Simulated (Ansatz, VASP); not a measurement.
**MnSb: VASP beside Ansatz**

INCAR

```
SYSTEM = MnSb
PREC = Accurate
ENCUT = 520
EDIFF = 1E-6
ISMEAR = -1
SIGMA = 0.05
LREAL = .FALSE.
LASPH = .TRUE.
NELM = 150
ALGO = Normal
ISIF = 2
LWAVE = .FALSE.
LCHARG = .TRUE.
ISPIN = 2
MAGMOM = 0 0 4 4
LORBIT = 11
LMAXMIX = 4
LDAU = .TRUE.
LDAUTYPE = 2
LDAUL = -1 2
LDAUU = 0 4.5
LDAUJ = 0 0
LDAUPRINT = 1
LELF = .TRUE.
LVHAR = .TRUE.
NBANDS = 30
```

Contents of KPOINTS:

```
Automatic mesh
0
G
  7 7 5
  0 0 0
```

The input POSCAR:

```
MnSb
1.0
    4.1500000000      0.0000000000      0.0000000000
   -2.0750000000      3.5940054257      0.0000000000
    0.0000000000      0.0000000000      5.7800000000
Sb Mn
2 2
Direct
    0.6666666667      0.3333333333      0.7500000000
    0.3333333333      0.6666666667      0.2500000000
    0.0000000000      0.0000000000      0.5000000000
    0.0000000000      0.0000000000      0.0000000000
```

File input.yaml:

```yaml
crystal:
  lattice:
    - [4.15, 0.0, 0.0]
    - [-2.075, 3.5940054257, 0.0]
    - [0.0, 0.0, 5.78]
  atoms:
    - { symbol: Sb, position: [0.6666666667, 0.3333333333, 0.75] }
    - { symbol: Sb, position: [0.3333333333, 0.6666666667, 0.25] }
    - { symbol: Mn, position: [0.0, 0.0, 0.5], spin: 4.0 }
    - { symbol: Mn, position: [0.0, 0.0, 0.0], spin: 4.0 }
hamiltonian:
  xc: lda
  pseudopotentials: { kind: paw }
  hubbard: { sites: [{ species: Mn, l: d, u_eff: 4.5 }] }
magnetization:
  spin_polarized: true
kpoints:
  mp_grid: { grid: [7, 7, 5] }
  band_path:
    path:
      - [[0.0, 0.0, 0.0], [0.5, 0.0, 0.0], [0.3333333333, 0.3333333333, 0.0], [0.0, 0.0, 0.0], [0.0, 0.0, 0.5], [0.5, 0.0, 0.5], [0.3333333333, 0.3333333333, 0.5], [0.0, 0.0, 0.5]]
      - [[0.5, 0.0, 0.5], [0.5, 0.0, 0.0]]
      - [[0.3333333333, 0.3333333333, 0.0], [0.3333333333, 0.3333333333, 0.5]]
    npoints: 14
scf:
  occupations: { method: fermi_dirac, width: 0.05 }
  n_extra_bands: 10
output:
  forces: true
  stress: true
  eigenvalues: true
  fatbands: false
```

Alike in both runs: functional LDA; k mesh 7 × 7 × 5; occupations fermi-dirac, width 0.05 eV; collinear spin; Hubbard terms Mn d U = 4.5 eV.

|  | VASP | Ansatz |
| --- | --- | --- |
| version | VASP 6.6.1 | Ansatz 0.2.0 |
| potentials or method | VASP PAW LDA potentials, release 64 (Sb, Mn_pv) | Ansatz PAW |
| plane-wave cutoff (eV) | 520 | 420 |
| valence electrons in the cell | 36 | 60 |
| task | single point | band structure |

|  | VASP | Ansatz | Ansatz less VASP |
| --- | --- | --- | --- |
| gap on the k mesh at the Fermi level (eV) | none | none | - |
| pressure (GPa) | 1.4 | 2.5 | +1.08 |
| traceless stress, the component that is largest in VASP (GPa) | 1.50 | 1.40 | -0.101 |
| net moment per atom (μB) | 2.01 | 2.04 | +0.030 |
| size of the moment on the site where the two differ most (μB) | 4.16 | 4.19 | +0.027 |

LDA's correlation is that of Perdew and Zunger in VASP and of Perdew and Wang (1992) in Ansatz. Site moments also hang on the region over which each program counts them. The programs project onto different local orbitals, so the same U acts differently, and such runs can settle in different states. A gap of «none» marks a metal or a gap that the smearing closes. VASP's potentials hold 36 valence electrons a cell and Ansatz's 60, so a difference there can come from the potentials and not from the codes.

Neither program's run includes spin-orbit coupling. Noted on Ansatz's run: the magnetic or orbital state may not be the lowest.
